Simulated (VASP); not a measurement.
A run of VASP 6.6.1 is set up as follows.

File INCAR:

```
PREC = Accurate ; ENCUT = 500
EDIFF = 1E-7 ; ISMEAR = 1
SIGMA = 0.05 ; LREAL = False
LASPH = True ; NELM = 120
ALGO = Normal ; ISIF = 8
LWAVE = False ; LCHARG = False
IBRION = 2 ; NSW = 80
EDIFFG = -0.03 ; GGA_COMPAT = False
NELMIN = 4
```

KPOINTS

```
Automatic mesh
0
Gamma
  9 9 9
```

Contents of POSCAR:

```
Nb
1.0
    0.0000000000      2.0950000000      2.0950000000
    2.0950000000      0.0000000000      2.0950000000
    2.0950000000      2.0950000000      0.0000000000
Nb
1
Direct
    0.0000000000      0.0000000000      0.0000000000
```

Potentials or basis: VASP PAW LDA potentials, release 64 (Nb_sv).

Launch:

```bash
$ cat potpaw_LDA.64/Nb_sv/POTCAR > POTCAR
$ mpirun -np 1 vasp_std > vasp.out
```

Estimate the relaxed cell.

a = 2.935 Å, b = 2.935 Å, c = 2.935 Å, α = 60.00°, β = 60.00°, γ = 60.00°.

What does it give for the band gap on the k mesh?

Zero (an odd number of electrons rules out a gap without spin polarisation).

Final structure:
```
CELL_PARAMETERS angstrom
0.00000 2.07530 2.07530
2.07530 0.00000 2.07530
2.07530 2.07530 0.00000
ATOMIC_POSITIONS crystal
Nb 0.00000 0.00000 0.00000
```
